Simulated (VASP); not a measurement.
# As (P6_3/mmc) in VASP: single point with PBE

Aim: the single point of As with PBE.

All numbers are computed with VASP 6.6.1; they aren't measurements. Logs are shortened: lines on timing, memory, paths and dates and some standing lists are left out, and cuts for length are marked.

**1. The cell of the first run**

The structure is hexagonal, space group P6_3/mmc (No. 194). Conventional cell: a = 2.938 Å, b = 2.938 Å, c = 5.005 Å, α = 90.00°, β = 90.00°, γ = 120.00°. As (site symmetry -6m2) has 12 As at 2.94 to 3.02 Å within 3.9 Å.

**2. Single point, PBE (x and y stretched by -1.5 %, z held)**

INCAR

```
PREC     = Accurate       # precision mode
ENCUT    = 500            # plane-wave cutoff, eV
EDIFF    = 1E-6           # SCF threshold, eV
ISMEAR   = -1             # smearing method
SIGMA    = 0.08           # smearing width, eV
LREAL    = F              # projectors in reciprocal space
LASPH    = T              # aspherical terms in the spheres
NELM     = 120            # most SCF steps
ALGO     = Normal         # electronic algorithm
ISIF     = 2              # what is computed and relaxed
LWAVE    = F              # write WAVECAR
LCHARG   = F              # write CHGCAR
GGA      = PE             # functional
NBANDS   = 12             # bands
GGA_COMPAT= F
```

KPOINTS

```
regular mesh
0
Gamma
  15 15 8
```

POSCAR

```
As
1.0
    2.9378534715      0.0000000000      0.0000000000
   -1.4689267357      2.5442557389      0.0000000000
    0.0000000000      0.0000000000      5.0049187249
As
2
Direct
    0.3333333333      0.6666666667      0.2500000000
    0.6666666667      0.3333333333      0.7500000000
```

Potentials or basis: VASP PAW PBE potentials, release 64 (As).

Command:

```console
cat potpaw_PBE.64/As/POTCAR > POTCAR
mpirun -np 1 vasp_std > vasp.out
```

OUTCAR:

```text
PREC = Accurate
   ENCUT = 500
   EDIFF = 1E-6
   ISMEAR = -1
   LREAL = F
   LASPH = T
   NELM = 120
   ISIF = 2
   GGA = PE

 ion  position               nearest neighbor table
   1  0.333  0.667  0.250-
   2  0.667  0.333  0.750-

  LATTYP: Found a hexagonal cell.
 ALAT       =     2.9378534715
 C/A-ratio  =     1.7035971240

  Lattice vectors:

 A1 = (   2.9378534715,   0.0000000000,   0.0000000000)
 A2 = (  -1.4689267357,   2.5442557389,   0.0000000000)
 A3 = (   0.0000000000,   0.0000000000,   5.0049187249)

Analysis of symmetry for initial positions (statically):
=====================================================================
 Subroutine PRICEL returns:
 Original cell was already a primitive cell.

 Routine SETGRP: Setting up the symmetry group for a
 hexagonal supercell.

 Subroutine GETGRP returns: Found 24 space group operations
 (whereof 12 operations were pure point group operations)
 out of a pool of 24 trial point group operations.

The static configuration has the point symmetry D_3d.
 The point group associated with its full space group is D_6h.

Analysis of symmetry for dynamics (positions and initial velocities):
=====================================================================
 Subroutine PRICEL returns:
 Original cell was already a primitive cell.

 Routine SETGRP: Setting up the symmetry group for a
 hexagonal supercell.

 Subroutine GETGRP returns: Found 24 space group operations
 (whereof 12 operations were pure point group operations)
 out of a pool of 24 trial point group operations.

The dynamic configuration has the point symmetry D_3d.
 The point group associated with its full space group is D_6h.

 Subroutine INISYM returns: Found 24 space group operations
 (whereof 12 operations are pure point group operations),
 and found     1 'primitive' translations

----------------------------------------------------------------------------------------

                                     Primitive cell

  volume of cell :      37.4100

  direct lattice vectors                    reciprocal lattice vectors
     2.937853471  0.000000000  0.000000000     0.340384573  0.196521125  0.000000000
    -1.468926736  2.544255739  0.000000000     0.000000000  0.393042250  0.000000000
     0.000000000  0.000000000  5.004918725     0.000000000  0.000000000  0.199803444

  length of vectors
[... 84 lines left out ...]
   EDIFFG = 0.1E-04   stopping-criterion for IOM
   NSW    =      0    number of steps for IOM
   IBRION =     -1    ionic relax: 0-MD 1-quasi-New 2-CG
   NFREE  =      0    steps in history (QN), initial steepest desc. (CG)
   ISIF   =      2    stress and relaxation
   ISYM   =      2    0-nonsym 1-usesym 2-fastsym
   POTIM  = 0.5000    time-step for ionic-motion
   TEBEG  =    0.0;   TEEND  =   0.0 temperature during run
   PSTRESS=    0.0 pullay stress
   NELECT =      10.0000    total number of electrons
   NUPDOWN=      -1.0000    fix difference up-down
   EMIN   =  10.00;   EMAX   =-10.00  energy-range for DOS
   EFERMI =   0.00;   METHOD = LEGACY
   ISMEAR =    -1;   SIGMA  =   0.08  broadening in eV -4-tet -1-fermi 0-gaus
   EFERMI_NEDOS =   21; number of points for ismear=-14 and -15
   IALGO  =     38    algorithm
   IMIX   =      4    mixing-type and parameters
     AMIX     =   0.40;   BMIX     =  1.00
     AMIX_MAG =   1.60;   BMIX_MAG =  1.00
  volume/ion in A,a.u.               =      18.71       126.23
  Fermi-wavevector in a.u.,A,eV,Ry     =   1.054578  1.992864 15.131522  1.112136
  Thomas-Fermi vector in A             =   2.189744
   LORBIT       =      0    0 simple, 1 ext, 2 COOP (PROOUT), +10 PAW based schemes
   GGA     = PE    functional components
   LHFCALC =     F    Hartree Fock is set to
   AEXX    =    0.0000 exact exchange contribution
   IVDW    =     0    specifies the selected vdW correction
   LEPSILON=     F    determine dielectric tensor
   LRPA    =     F    only Hartree local field effects (RPA)
 non-spin polarized calculation
  energy-cutoff  :      500.00
  volume of cell :       37.41
 maximum number of plane-waves:       967
 NGX is ok and might be reduce to    24
   NGX = 11   NGY = 11   NGZ = 19

 number of electron      10.0000000 magnetization

 number of electron       9.9999999 magnetization

 Free energy of the ion-electron system (eV)
  ---------------------------------------------------
  ext. energy  EPLUGINS =         0.00000000
  ---------------------------------------------------
  free energy    TOTEN  =        -8.35426505 eV

  energy without entropy =       -8.33307957  energy(sigma->0) =       -8.34367231

 E-fermi :   6.8411     XC(G=0): -10.8514

 val. band max:        6.8099365253   @ k =   0.2667   0.1333   0.1250
 cond. band min:       6.8719610662   @ k =   0.4000   0.1333   0.0000
 fundamental gap:      0.0620245410
 Fermi energy:         6.8411339063

 k-point     1 :       0.0000    0.0000    0.0000
  band No.  band energies     occupation
      1      -8.5640      2.00000
      2      -4.4901      2.00000
      3      -0.2168      2.00000
      4      11.3497      0.00000
      5      11.3497      0.00000
      6      12.0397      0.00000
      7      12.8611      0.00000
      8      12.8611      0.00000
      9      16.9496      0.00000
     10      18.0098      0.00000
     11      19.3200      0.00000
     12      19.3200      0.00000
[... 331 lines left out ...]
 k-point    24 :       0.4000    0.2000    0.0000
  band No.  band energies     occupation
      1      -3.5008      2.00000
      2      -2.3409      2.00000
      3       1.7477      2.00000
      4       3.4305      2.00000
      5       4.3054      2.00000
      6       4.8662      2.00000
      7       6.6881      1.74267
      8       7.3338      0.00422
      9      12.4405      0.00000
     10      17.6640      0.00000
     11      20.2882      0.00000
     12      21.6010      0.00000

 [... further k-points ...]
[... 5 lines left out ...]
  --------------------------------------------------------------------------------------
  -------------------------------------------------------------------------------------
  Total        0.8389174      0.8389174      0.2995575      0.0000000      0.0000000      0.0000000
  in kB       35.9287276     35.9287276     12.8292972      0.0000000      0.0000000      0.0000000
  external PRESSURE =      28.2289175 kB  Pullay stress =       0.0000000 kB

 VOLUME and BASIS-vectors are now :
 -----------------------------------------------------------------------------
  energy-cutoff  :      500.00
  volume of cell :       37.41
      direct lattice vectors                 reciprocal lattice vectors
     2.937853471  0.000000000  0.000000000     0.340384573  0.196521125  0.000000000
    -1.468926736  2.544255739  0.000000000     0.000000000  0.393042250  0.000000000
     0.000000000  0.000000000  5.004918725     0.000000000  0.000000000  0.199803444

 POSITION                                       TOTAL-FORCE (eV/Angst)
 -----------------------------------------------------------------------------------
     -0.00000      1.69617      1.25123        -0.000000      0.000000      0.000000
      1.46893      0.84809      3.75369         0.000000     -0.000000      0.000000
 -----------------------------------------------------------------------------------
    total drift:                               -0.000000      0.000000      0.000000

  FREE ENERGIE OF THE ION-ELECTRON SYSTEM (eV)
  ---------------------------------------------------
  free  energy   TOTEN  =        -8.3542650494 eV

  energy  without entropy=       -8.3330795671  energy(sigma->0) =       -8.34367231
```

OSZICAR:

```text
N       E                     dE             d eps       ncg     rms          rms(c)
DAV:   1     0.260560439148E+02    0.26056E+02   -0.41519E+03  3240   0.680E+02
DAV:   2    -0.702784977721E+01   -0.33084E+02   -0.31673E+02  4544   0.108E+02
DAV:   3    -0.835790701733E+01   -0.13301E+01   -0.13192E+01  4032   0.218E+01
DAV:   4    -0.836274587410E+01   -0.48389E-02   -0.48377E-02  3680   0.147E+00
DAV:   5    -0.836275150795E+01   -0.56339E-05   -0.56333E-05  3908   0.584E-02    0.282E+00
DAV:   6    -0.835681395842E+01    0.59375E-02   -0.34535E-03  3656   0.315E-01    0.165E+00
DAV:   7    -0.835423384532E+01    0.25801E-02   -0.68313E-03  3568   0.444E-01    0.610E-02
DAV:   8    -0.835426478408E+01   -0.30939E-04   -0.11338E-04  3728   0.745E-02    0.102E-02
DAV:   9    -0.835426504941E+01   -0.26533E-06   -0.11962E-06  2876   0.754E-03
   1 F= -.83542650E+01 E0= -.83436723E+01  d E =-.211855E-01
```

It took 16 s on 1 thread of Intel Xeon 6975P-C (Granite Rapids), shared host; peak memory 0.18 GiB.

What came out:

- Free energy: -8.3543 eV
- Pressure: 2.8 GPa
- Band gap on the k mesh: zero (band 5 reaches 12.11 eV, above the bottom of band 6 at 2.87 eV)

Stress tensor (GPa, compression positive):
```
3.59 0.00 0.00
0.00 3.59 0.00
0.00 0.00 1.28
```

Caveat: the cell differs from its parent crystal (x and y stretched by -1.5 %, z held).
